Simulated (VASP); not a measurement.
# BP (F-43m) in VASP: single point with HSE06

Aim: the single point of BP with HSE06.

All numbers are computed with VASP 6.6.1; they aren't measurements. Logs are shortened: lines on timing, memory, paths and dates and some standing lists are left out, and cuts for length are marked.

## (1) The cell of the first run

The structure is cubic, space group F-43m (No. 216). Conventional cell: a = 4.537 Å, b = 4.537 Å, c = 4.537 Å, α = 90.00°, β = 90.00°, γ = 90.00°. Within 2.6 Å of B (site symmetry -43m) lie 4 P at 1.96 Å. P (site symmetry -43m) has 4 B at 1.96 Å within 2.6 Å.

## (2) Single point, HSE06

Contents of POSCAR:

```
BP
1.0
    0.0000000000      2.2683156780      2.2683156780
    2.2683156780      0.0000000000      2.2683156780
    2.2683156780      2.2683156780      0.0000000000
B P
1 1
Direct
    0.0000000000      0.0000000000      0.0000000000
    0.2500000000      0.2500000000      0.2500000000
```

Contents of INCAR.step1:

```
SYSTEM = BP
ALGO = Normal ; EDIFF = 1E-5
ENCUT = 520 ; GGA = PE
ISIF = 2 ; ISMEAR = 0
LASPH = .True. ; LCHARG = .False.
LREAL = .False. ; LWAVE = .True.
NBANDS = 11 ; NELM = 100
PREC = Accurate ; SIGMA = 0.01
```

Contents of INCAR.step2:

```
SYSTEM = BP
ALGO = Normal ; EDIFF = 1E-6
ENCUT = 520 ; GGA = PE
HFSCREEN = 0.2079 ; ISIF = 2
ISMEAR = 0 ; ISTART = 1
LASPH = .True. ; LCHARG = .False.
LHFCALC = .True. ; LREAL = .False.
LWAVE = .False. ; NBANDS = 11
NELM = 100 ; PREC = Accurate
PRECFOCK = Normal ; SIGMA = 0.01
```

Contents of KPOINTS:

```
k-points
0
Gamma
  6 6 6
  0 0 0
```

Potentials or basis: VASP PAW PBE potentials, release 64 (B, P).

Command:

```sh
$ cat potpaw_PBE.64/B/POTCAR potpaw_PBE.64/P/POTCAR > POTCAR
$ cp INCAR.step1 INCAR
$ mpirun -np 1 vasp_std > vasp.out
$ cp INCAR.step2 INCAR
$ mpirun -np 1 vasp_std > vasp.out
```

OUTCAR:

```text
SYSTEM = BP
   EDIFF = 1E-6
   ENCUT = 520
   GGA = PE
   HFSCREEN = 0.2079
   ISIF = 2
   ISMEAR = 0
   ISTART = 1
   LASPH = .True.
   LHFCALC = .True.
   LREAL = .False.
   NELM = 100
   PREC = Accurate
   PRECFOCK = Normal

 ion  position               nearest neighbor table
   1  0.000  0.000  0.000-   2 1.96   2 1.96   2 1.96   2 1.96
   2  0.250  0.250  0.250-   1 1.96   1 1.96   1 1.96   1 1.96

  LATTYP: Found a face centered cubic cell.
 ALAT       =     4.5366313560

  Lattice vectors:

 A1 = (   0.0000000000,   2.2683156780,   2.2683156780)
 A2 = (   2.2683156780,   0.0000000000,   2.2683156780)
 A3 = (   2.2683156780,   2.2683156780,   0.0000000000)

Analysis of symmetry for initial positions (statically):
=====================================================================
 Subroutine PRICEL returns:
 Original cell was already a primitive cell.

 Routine SETGRP: Setting up the symmetry group for a
 face centered cubic supercell.

 Subroutine GETGRP returns: Found 24 space group operations
 (whereof 24 operations were pure point group operations)
 out of a pool of 48 trial point group operations.

The static configuration has the point symmetry T_d .

Analysis of symmetry for dynamics (positions and initial velocities):
=====================================================================
 Subroutine PRICEL returns:
 Original cell was already a primitive cell.

 Routine SETGRP: Setting up the symmetry group for a
 face centered cubic supercell.

 Subroutine GETGRP returns: Found 24 space group operations
 (whereof 24 operations were pure point group operations)
 out of a pool of 48 trial point group operations.

The dynamic configuration has the point symmetry T_d .

 Subroutine INISYM returns: Found 24 space group operations
 (whereof 24 operations are pure point group operations),
 and found     1 'primitive' translations

----------------------------------------------------------------------------------------

                                     Primitive cell

  volume of cell :      23.3421

  direct lattice vectors                    reciprocal lattice vectors
     0.000000000  2.268315678  2.268315678    -0.220427873  0.220427873  0.220427873
     2.268315678  0.000000000  2.268315678     0.220427873 -0.220427873  0.220427873
     2.268315678  2.268315678  0.000000000     0.220427873  0.220427873 -0.220427873

  length of vectors
     3.207882796  3.207882796  3.207882796     0.381792275  0.381792275  0.381792275

  position of ions in fractional coordinates (direct lattice)
     0.000000000  0.000000000  0.000000000
     0.250000000  0.250000000  0.250000000

  ion indices of the primitive-cell ions
   primitive index   ion index
                 1           1
                 2           2

----------------------------------------------------------------------------------------

 KPOINTS: k-points

Automatic generation of k-mesh.
 Grid dimensions read from file:
 generate k-points for:    6    6    6

 Generating k-lattice:

  Cartesian coordinates                     Fractional coordinates (reciprocal lattice)
    -0.036737979  0.036737979  0.036737979     0.166666667  0.000000000  0.000000000
     0.036737979 -0.036737979  0.036737979     0.000000000  0.166666667  0.000000000
     0.036737979  0.036737979 -0.036737979     0.000000000  0.000000000  0.166666667

  Length of vectors
     0.063632046  0.063632046  0.063632046

  Shift w.r.t. Gamma in fractional coordinates (k-lattice)
     0.000000000  0.000000000  0.000000000

 Subroutine IBZKPT returns following result:
 ===========================================

 Found     16 irreducible k-points:

 Following reciprocal coordinates:
            Coordinates               Weight
  0.000000  0.000000  0.000000      1.000000
  0.166667  0.000000  0.000000      8.000000
  0.333333  0.000000  0.000000      8.000000
  0.500000  0.000000  0.000000      4.000000
  0.166667  0.166667  0.000000      6.000000
  0.333333  0.166667  0.000000     24.000000
[... 8 lines left out ...]
 -0.333333  0.333333  0.166667     24.000000
 -0.333333  0.500000  0.166667     12.000000
   k-points           NKPTS =     16   k-points in BZ     NKDIM =    216   number of bands    NBANDS=     11
   number of dos      NEDOS =    301   number of ions     NIONS =      2
   total plane-waves  NPLWV =  13824
   dimension x,y,z NGX =    24 NGY =   24 NGZ =   24
   dimension x,y,z NGXF=    48 NGYF=   48 NGZF=   48
   ions per type =               1   1
   NGX,Y,Z   is equivalent  to a cutoff of  12.44, 12.44, 12.44 a.u.
   NGXF,Y,Z  is equivalent  to a cutoff of  24.88, 24.88, 24.88 a.u.
 SYSTEM =  BP
   PREC   = accura    normal or accurate (medium, high low for compatibility)
   ISTART =      1    job   : 0-new  1-cont  2-samecut
   ICHARG =      0    charge: 1-file 2-atom 10-const
   ISPIN  =      1    spin polarized calculation?
   LNONCOLLINEAR =      F non collinear calculations
   LSORBIT =      F    spin-orbit coupling
   LASPH  =      T    aspherical Exc in radial PAW
   ENCUT  =  520.0 eV  38.22 Ry    6.18 a.u.   5.96  5.96  5.96*2*pi/ulx,y,z
   NELM   =    100;   NELMIN=  2; NELMDL=  0     # of ELM steps
   EDIFF  = 0.1E-05   stopping-criterion for ELM
   LREAL  =      F    real-space projection
   EDIFFG = 0.1E-04   stopping-criterion for IOM
   NSW    =      0    number of steps for IOM
   IBRION =     -1    ionic relax: 0-MD 1-quasi-New 2-CG
   NFREE  =      0    steps in history (QN), initial steepest desc. (CG)
   ISIF   =      2    stress and relaxation
   ISYM   =      3    0-nonsym 1-usesym 2-fastsym
   POTIM  = 0.5000    time-step for ionic-motion
   TEBEG  =    0.0;   TEEND  =   0.0 temperature during run
   PSTRESS=    0.0 pullay stress
   NELECT =       8.0000    total number of electrons
   NUPDOWN=      -1.0000    fix difference up-down
   EMIN   =  10.00;   EMAX   =-10.00  energy-range for DOS
   EFERMI =   0.00;   METHOD = LEGACY
   ISMEAR =     0;   SIGMA  =   0.01  broadening in eV -4-tet -1-fermi 0-gaus
   EFERMI_NEDOS =   21; number of points for ismear=-14 and -15
   IALGO  =     38    algorithm
   IMIX   =      1    mixing-type and parameters
     AMIX     =   0.40;   BMIX     =  1.00
     AMIX_MAG =   1.60;   BMIX_MAG =  1.00
  volume/ion in A,a.u.               =      11.67        78.76
  Fermi-wavevector in a.u.,A,eV,Ry     =   1.145666  2.164995 17.858333  1.312550
  Thomas-Fermi vector in A             =   2.282353
   LORBIT       =      0    0 simple, 1 ext, 2 COOP (PROOUT), +10 PAW based schemes
   GGA     = PE    functional components
   LHFCALC =     T    Hartree Fock is set to
   PRECFOCK=normal    Normal, Fast or Accurate (Low or Medium for compatibility)
   ENCUT4O =  -1.0   cutoff for four orbital integrals eV
   NKREDX  =     1    reduce k-point grid by
   NKREDY  =     1    reduce k-point grid by
   NKREDZ  =     1    reduce k-point grid by
   AEXX    =    0.2500 exact exchange contribution
   HFSCREEN=    0.2079 screening length (either q_TF or 0.3 A-1)
   HFSCREENC=   0.2079 screening length for correlation (either q_TF or 0.3 A-1)
   ENCUTFOCK=  -1.0 apply spherical cutoff to Coloumb kernel
   IVDW    =     0    specifies the selected vdW correction
   LEPSILON=     F    determine dielectric tensor
   LRPA    =     F    only Hartree local field effects (RPA)
 non-spin polarized calculation
 Gauss-broadening in eV      SIGMA  =   0.01
  energy-cutoff  :      520.00
  volume of cell :       23.34
 maximum number of plane-waves:       636
  NGX = 18; NGY = 18; NGZ = 18

 number of electron       8.0000000 magnetization

 Free energy of the ion-electron system (eV)
  ---------------------------------------------------
  ext. energy  EPLUGINS =         0.00000000
  ---------------------------------------------------
  free energy    TOTEN  =       -14.82421100 eV

  energy without entropy =      -14.82421100  energy(sigma->0) =      -14.82421100

 E-fermi :   7.0674     XC(G=0):  -9.0100

 val. band max:        7.0181652425   @ k =   0.0000   0.0000   0.0000
 cond. band min:       9.0772597920   @ k =   0.5000   0.5000   0.0000
 fundamental gap:      2.0590945495
 Fermi energy:         7.0674161195

 k-point     1 :       0.0000    0.0000    0.0000
  band No.  band energies     occupation
      1     -10.0830      2.00000
      2       7.0182      2.00000
      3       7.0182      2.00000
      4       7.0182      2.00000
      5      11.3554      0.00000
      6      11.3554      0.00000
      7      11.3554      0.00000
      8      15.7206      0.00000
      9      19.6231      0.00000
     10      20.4703      0.00000
     11      20.4703      0.00000

 k-point     2 :       0.1667    0.0000    0.0000
  band No.  band energies     occupation
      1      -9.5360      2.00000
      2       3.9333      2.00000
      3       6.3088      2.00000
      4       6.3088      2.00000
      5      11.9970      0.00000
      6      12.3271      0.00000
      7      12.3271      0.00000
      8      17.0630      0.00000
      9      19.1837      0.00000
     10      19.1837      0.00000
     11      20.9687      0.00000

 k-point     3 :       0.3333    0.0000    0.0000
  band No.  band energies     occupation
      1      -7.9751      2.00000
      2      -0.4136      2.00000
      3       5.4130      2.00000
      4       5.4130      2.00000
      5      11.8817      0.00000
      6      12.9101      0.00000
      7      12.9101      0.00000
      8      18.4644      0.00000
      9      20.2432      0.00000
     10      20.2432      0.00000
     11      21.7618      0.00000
[... 155 lines left out ...]
 k-point    15 :      -0.3333    0.3333    0.1667
  band No.  band energies     occupation
      1      -5.1682      2.00000
      2      -2.0003      2.00000
      3       0.9839      2.00000
      4       2.6859      2.00000
      5      12.4756      0.00000
      6      13.7880      0.00000
      7      16.9614      0.00000
      8      17.5321      0.00000
      9      18.9000      0.00000
     10      23.4818      0.00000
     11      26.2896      0.00000

 k-point    16 :      -0.3333    0.5000    0.1667
  band No.  band energies     occupation
      1      -4.4662      2.00000
      2      -2.1718      2.00000
      3       1.2268      2.00000
      4       1.3619      2.00000
      5      11.7543      0.00000
      6      12.4018      0.00000
      7      17.5408      0.00000
      8      18.2005      0.00000
      9      21.5842      0.00000
     10      24.9088      0.00000
     11      25.1968      0.00000

------------------------ aborting loop because EDIFF is reached ----------------------------------------

  FORCE on cell =-STRESS in cart. coord.  units (eV):
  Direction    XX          YY          ZZ          XY          YZ          ZX
  --------------------------------------------------------------------------------------
  -------------------------------------------------------------------------------------
  Total       -0.2755029     -0.2755029     -0.2755029      0.0000000      0.0000000     -0.0000000
  in kB      -18.9102064    -18.9102064    -18.9102064      0.0000000      0.0000000     -0.0000000
  external PRESSURE =     -18.9102064 kB  Pullay stress =       0.0000000 kB

 VOLUME and BASIS-vectors are now :
 -----------------------------------------------------------------------------
  energy-cutoff  :      520.00
  volume of cell :       23.34
      direct lattice vectors                 reciprocal lattice vectors
     0.000000000  2.268315678  2.268315678    -0.220427873  0.220427873  0.220427873
     2.268315678  0.000000000  2.268315678     0.220427873 -0.220427873  0.220427873
     2.268315678  2.268315678  0.000000000     0.220427873  0.220427873 -0.220427873

 POSITION                                       TOTAL-FORCE (eV/Angst)
 -----------------------------------------------------------------------------------
      0.00000      0.00000      0.00000         0.000000      0.000000      0.000000
      1.13416      1.13416      1.13416        -0.000000     -0.000000     -0.000000
 -----------------------------------------------------------------------------------
    total drift:                                0.000000      0.000000      0.000000

  FREE ENERGIE OF THE ION-ELECTRON SYSTEM (eV)
  ---------------------------------------------------
  free  energy   TOTEN  =       -14.8242109991 eV

  energy  without entropy=      -14.8242109991  energy(sigma->0) =      -14.82421100
```

Wall time 3.4 min (1 thread of Intel Xeon Platinum 8488C (Sapphire Rapids), shared host); peak memory 0.24 GiB.

Results:

- Free energy: -14.8242 eV
- Pressure: -1.9 GPa
- Band gap on the k mesh: 2.06 eV (least direct gap 4.34 eV)

Caveat: the PAW data sets were made with another functional, which shifts forces and pressure a little.
